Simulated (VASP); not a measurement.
# Hf (C2/m) in VASP: further runs

The runs below take Hf through single point, with PBE, revPBE, BLYP, r2SCAN.

All numbers are computed with VASP 6.6.1; they aren't measurements. Logs are shortened: lines on timing, memory, paths and dates and some standing lists are left out, and cuts for length are marked.

## 1. The cell of the first run

The typed cell holds 1 atom: a = 3.169 Å, b = 3.184 Å, c = 3.184 Å, α = 90.00°, β = 120.25°, γ = 120.25°.

## 2. Single point, PBE

Input file INCAR:

```
PREC = Accurate
ENCUT = 520
EDIFF = 1E-6
ISMEAR = -1
SIGMA = 0.05
LREAL = False
LASPH = True
NELM = 80
ALGO = Normal
ISIF = 2
LWAVE = False
LCHARG = False
GGA = PE
NBANDS = 11
```

Input file KPOINTS:

```
regular mesh
0
Gamma
  11 10 10
```

Input file POSCAR:

```
Hf
1.0
   -2.2216603634      1.6010009583      1.5942772576
    2.2463446384     -1.6202450952      1.5697649491
    2.2555685280      1.5629660492     -1.6140280050
Hf
1
Direct
    0.0000000000      0.0000000000      0.0000000000
```

Potentials or basis: VASP PAW PBE potentials, release 64 (Hf_pv).

Command:

```
$ cat potpaw_PBE.64/Hf_pv/POTCAR > POTCAR
$ mpirun -np 1 vasp_std > vasp.out
```

OUTCAR:

```text
PREC = Accurate
   ENCUT = 520
   EDIFF = 1E-6
   ISMEAR = -1
   LREAL = False
   LASPH = True
   NELM = 80
   ISIF = 2
   GGA = PE

 ion  position               nearest neighbor table
   1  0.000  0.000  0.000-

  LATTYP: Found a base centered monoclinic cell.
 ALAT       =     4.4473906718
 B/A-ratio  =     1.0123152144
 C/A-ratio  =     0.7105138409
 COS(beta)  =    -0.7017405805

  Lattice vectors:

 A1 = (  -0.0339081646,  -3.1639670075,   0.0197507474)
 A2 = (  -0.0246842750,   0.0192441369,  -3.1640422067)
 A3 = (   2.2802528030,   1.5437219123,   1.5500142017)

Analysis of symmetry for initial positions (statically):
=====================================================================
 Subroutine PRICEL returns:
 Original cell was already a primitive cell.

 Routine SETGRP: Setting up the symmetry group for a
 base centered monoclinic supercell.

 Subroutine GETGRP returns: Found  4 space group operations
 (whereof  4 operations were pure point group operations)
 out of a pool of  4 trial point group operations.

The static configuration has the point symmetry C_2h.

Analysis of symmetry for dynamics (positions and initial velocities):
=====================================================================
 Subroutine PRICEL returns:
 Original cell was already a primitive cell.

 Routine SETGRP: Setting up the symmetry group for a
 base centered monoclinic supercell.

 Subroutine GETGRP returns: Found  4 space group operations
 (whereof  4 operations were pure point group operations)
 out of a pool of  4 trial point group operations.

The dynamic configuration has the point symmetry C_2h.

 Subroutine INISYM returns: Found  4 space group operations
 (whereof  4 operations are pure point group operations),
 and found     1 'primitive' translations

----------------------------------------------------------------------------------------

                                     Primitive cell

  volume of cell :      22.5381

  direct lattice vectors                    reciprocal lattice vectors
    -2.221660363  1.601000958  1.594277258     0.007171475  0.317966707  0.317929378
     2.246344638 -1.620245095  1.569764949     0.225212171 -0.000451660  0.314291670
     2.255568528  1.562966049 -1.614028005     0.226119677  0.313636498  0.000143507

  length of vectors
     3.168706173  3.183617502  3.183636075     0.449703621  0.386652273  0.386649689

  position of ions in fractional coordinates (direct lattice)
     0.000000000  0.000000000  0.000000000

  ion indices of the primitive-cell ions
   primitive index   ion index
                 1           1

----------------------------------------------------------------------------------------

 KPOINTS: regular mesh

Automatic generation of k-mesh.
 Grid dimensions read from file:
 generate k-points for:   11   10   10

 Generating k-lattice:

  Cartesian coordinates                     Fractional coordinates (reciprocal lattice)
     0.000651952  0.028906064  0.028902671     0.090909091 -0.000000000 -0.000000000
     0.022521217 -0.000045166  0.031429167     0.000000000  0.100000000  0.000000000
     0.022611968  0.031363650  0.000014351     0.000000000 -0.000000000  0.100000000

  Length of vectors
     0.040882147  0.038665227  0.038664969

  Shift w.r.t. Gamma in fractional coordinates (k-lattice)
     0.000000000  0.000000000  0.000000000

 Subroutine IBZKPT returns following result:
 ===========================================

 Found    306 irreducible k-points:

 Following reciprocal coordinates:
            Coordinates               Weight
  0.000000  0.000000  0.000000      1.000000
  0.090909 -0.000000 -0.000000      2.000000
  0.181818 -0.000000 -0.000000      2.000000
  0.272727 -0.000000 -0.000000      2.000000
  0.363636 -0.000000 -0.000000      2.000000
  0.454545  0.000000 -0.000000      2.000000
[... 16 lines left out ...]
  0.454545  0.200000 -0.000000      4.000000
 -0.454545  0.200000  0.000000      4.000000
 [... further k-points ...]
   k-points           NKPTS =    306   k-points in BZ     NKDIM =    306   number of bands    NBANDS=     11
   number of dos      NEDOS =    301   number of ions     NIONS =      1
   total plane-waves  NPLWV =  13824
   dimension x,y,z NGX =    24 NGY =   24 NGZ =   24
   dimension x,y,z NGXF=    48 NGYF=   48 NGZF=   48
   ions per type =               1
   NGX,Y,Z   is equivalent  to a cutoff of  12.59, 12.53, 12.53 a.u.
   NGXF,Y,Z  is equivalent  to a cutoff of  25.18, 25.07, 25.07 a.u.
 SYSTEM =  unknown system
   PREC   = accura    normal or accurate (medium, high low for compatibility)
   ISTART =      0    job   : 0-new  1-cont  2-samecut
   ICHARG =      2    charge: 1-file 2-atom 10-const
   ISPIN  =      1    spin polarized calculation?
   LNONCOLLINEAR =      F non collinear calculations
   LSORBIT =      F    spin-orbit coupling
   LASPH  =      T    aspherical Exc in radial PAW
   ENCUT  =  520.0 eV  38.22 Ry    6.18 a.u.   5.89  5.92  5.92*2*pi/ulx,y,z
   NELM   =     80;   NELMIN=  2; NELMDL= -5     # of ELM steps
   EDIFF  = 0.1E-05   stopping-criterion for ELM
   LREAL  =      F    real-space projection
   EDIFFG = 0.1E-04   stopping-criterion for IOM
   NSW    =      0    number of steps for IOM
   IBRION =     -1    ionic relax: 0-MD 1-quasi-New 2-CG
   NFREE  =      0    steps in history (QN), initial steepest desc. (CG)
   ISIF   =      2    stress and relaxation
   ISYM   =      2    0-nonsym 1-usesym 2-fastsym
   POTIM  = 0.5000    time-step for ionic-motion
   TEBEG  =    0.0;   TEEND  =   0.0 temperature during run
   PSTRESS=    0.0 pullay stress
   NELECT =      10.0000    total number of electrons
   NUPDOWN=      -1.0000    fix difference up-down
   EMIN   =  10.00;   EMAX   =-10.00  energy-range for DOS
   EFERMI =   0.00;   METHOD = LEGACY
   ISMEAR =    -1;   SIGMA  =   0.05  broadening in eV -4-tet -1-fermi 0-gaus
   EFERMI_NEDOS =   21; number of points for ismear=-14 and -15
   IALGO  =     38    algorithm
   IMIX   =      4    mixing-type and parameters
     AMIX     =   0.40;   BMIX     =  1.00
     AMIX_MAG =   1.60;   BMIX_MAG =  1.00
  volume/ion in A,a.u.               =      22.54       152.09
  Fermi-wavevector in a.u.,A,eV,Ry     =   1.248635  2.359578 21.212701  1.559090
  Thomas-Fermi vector in A             =   2.382713
   LORBIT       =      0    0 simple, 1 ext, 2 COOP (PROOUT), +10 PAW based schemes
   GGA     = PE    functional components
   LHFCALC =     F    Hartree Fock is set to
   AEXX    =    0.0000 exact exchange contribution
   IVDW    =     0    specifies the selected vdW correction
   LEPSILON=     F    determine dielectric tensor
   LRPA    =     F    only Hartree local field effects (RPA)
 non-spin polarized calculation
  energy-cutoff  :      520.00
  volume of cell :       22.54
 maximum number of plane-waves:       622
   NGX = 11   NGY = 11   NGZ = 11

 number of electron      10.0000000 magnetization

 Free energy of the ion-electron system (eV)
  ---------------------------------------------------
  ext. energy  EPLUGINS =         0.00000000
  ---------------------------------------------------
  free energy    TOTEN  =        -9.85978211 eV

  energy without entropy =       -9.84850534  energy(sigma->0) =       -9.85414373

 E-fermi :   4.6946     XC(G=0): -11.2516

 val. band max:        4.6922555581   @ k =   0.3636   0.3000   0.3000
 cond. band min:       4.6946355149   @ k =  -0.4545   0.4000   0.1000
 fundamental gap:      0.0023799567
 Fermi energy:         4.6946084429

 k-point     1 :       0.0000    0.0000    0.0000
  band No.  band energies     occupation
      1     -25.3507      2.00000
      2     -25.3490      2.00000
      3     -25.3483      2.00000
      4      -2.4955      2.00000
      5       6.0428      0.00000
      6       6.0464      0.00000
      7       6.1882      0.00000
      8       8.7538      0.00000
      9       8.9532      0.00000
     10      15.9827      0.00000
     11      17.7338      0.00000

 k-point     2 :       0.0909   -0.0000   -0.0000
  band No.  band energies     occupation
      1     -25.4156      2.00000
      2     -25.3733      2.00000
      3     -25.3730      2.00000
      4      -2.1100      2.00000
      5       5.7327      0.00000
      6       6.2676      0.00000
      7       6.2678      0.00000
      8       8.4147      0.00000
      9       8.8969      0.00000
     10      16.8485      0.00000
     11      17.7325      0.00000

 k-point     3 :       0.1818   -0.0000   -0.0000
  band No.  band energies     occupation
      1     -25.5859      2.00000
      2     -25.4371      2.00000
      3     -25.4367      2.00000
      4      -1.0422      2.00000
      5       4.7522      0.48063
      6       6.9297      0.00000
      7       6.9299      0.00000
      8       7.1503      0.00000
      9       9.3013      0.00000
     10      17.7305      0.00000
     11      19.0369      0.00000

 k-point     4 :       0.2727   -0.0000   -0.0000
  band No.  band energies     occupation
      1     -25.7959      2.00000
      2     -25.5197      2.00000
      3     -25.5194      2.00000
      4       0.3752      2.00000
      5       3.7582      2.00000
      6       6.0032      0.00000
      7       8.0264      0.00000
      8       8.0265      0.00000
      9       9.8849      0.00000
     10      17.7277      0.00000
     11      19.7599      0.00000

 k-point     5 :       0.3636   -0.0000   -0.0000
  band No.  band energies     occupation
      1     -25.9771      2.00000
      2     -25.5948      2.00000
      3     -25.5945      2.00000
      4       1.3523      2.00000
      5       3.0122      2.00000
      6       5.9889      0.00000
      7       9.5175      0.00000
      8       9.5179      0.00000
      9      10.4913      0.00000
     10      17.2499      0.00000
     11      17.2518      0.00000
[... 211 lines left out ...]
 k-point    21 :       0.2727    0.2000   -0.0000
  band No.  band energies     occupation
      1     -25.9992      2.00000
      2     -25.6526      2.00000
      3     -25.5695      2.00000
      4       2.0096      2.00000
      5       3.3798      2.00000
      6       5.2277      0.00005
      7       8.0310      0.00000
      8      11.0020      0.00000
      9      11.2112      0.00000
     10      14.0301      0.00000
     11      17.7360      0.00000

 k-point    22 :       0.3636    0.2000   -0.0000
  band No.  band energies     occupation
      1     -26.0122      2.00000
      2     -25.7490      2.00000
      3     -25.6020      2.00000
      4       2.1824      2.00000
      5       3.0907      2.00000
      6       5.9025      0.00000
      7       8.9986      0.00000
      8      10.9889      0.00000
      9      11.8274      0.00000
     10      13.3476      0.00000
     11      17.2804      0.00000

 k-point    23 :       0.4545    0.2000   -0.0000
  band No.  band energies     occupation
      1     -26.0093      2.00000
      2     -25.7384      2.00000
      3     -25.5978      2.00000
      4       2.1827      2.00000
      5       3.1225      2.00000
      6       5.7725      0.00000
      7       8.8461      0.00000
      8      11.0537      0.00000
      9      11.9310      0.00000
     10      13.1312      0.00000
     11      17.3718      0.00000

 k-point    24 :      -0.4545    0.2000    0.0000
  band No.  band energies     occupation
      1     -25.9851      2.00000
      2     -25.6295      2.00000
      3     -25.5581      2.00000
      4       1.8802      2.00000
      5       3.4791      2.00000
      6       5.1730      0.00014
      7       7.8259      0.00000
      8      10.6385      0.00000
      9      11.1408      0.00000
     10      14.4349      0.00000
     11      17.7382      0.00000

 [... further k-points ...]

------------------------ aborting loop because EDIFF is reached ----------------------------------------

  FORCE on cell =-STRESS in cart. coord.  units (eV):
  Direction    XX          YY          ZZ          XY          YZ          ZX
  --------------------------------------------------------------------------------------
  -------------------------------------------------------------------------------------
  Total       -0.0627346     -0.0633973     -0.0633943      0.0004971      0.0011425      0.0005046
  in kB       -4.4596425     -4.5067495     -4.5065368      0.0353341      0.0812198      0.0358724
  external PRESSURE =      -4.4909763 kB  Pullay stress =       0.0000000 kB

 VOLUME and BASIS-vectors are now :
 -----------------------------------------------------------------------------
  energy-cutoff  :      520.00
  volume of cell :       22.54
      direct lattice vectors                 reciprocal lattice vectors
    -2.221660363  1.601000958  1.594277258     0.007171475  0.317966707  0.317929378
     2.246344638 -1.620245095  1.569764949     0.225212171 -0.000451660  0.314291670
     2.255568528  1.562966049 -1.614028005     0.226119677  0.313636498  0.000143507

 POSITION                                       TOTAL-FORCE (eV/Angst)
 -----------------------------------------------------------------------------------
      0.00000      0.00000      0.00000        -0.000000     -0.000000      0.000000
 -----------------------------------------------------------------------------------
    total drift:                                0.000000      0.000000      0.000000

  FREE ENERGIE OF THE ION-ELECTRON SYSTEM (eV)
  ---------------------------------------------------
  free  energy   TOTEN  =        -9.8597821146 eV

  energy  without entropy=       -9.8485053380  energy(sigma->0) =       -9.85414373
```

It took 16 s on 1 thread of Intel Xeon 6975P-C (Granite Rapids), shared host; peak memory 0.19 GiB.

What came out:

- Free energy: -9.8598 eV
- Pressure: -0.4 GPa
- Band gap on the k mesh: zero (band 5 reaches 6.04 eV, above the bottom of band 6 at 4.06 eV)

Caveat: spin-orbit coupling is left out, which moves the levels of the heavy elements.

(Continued in part 2 of 2.)
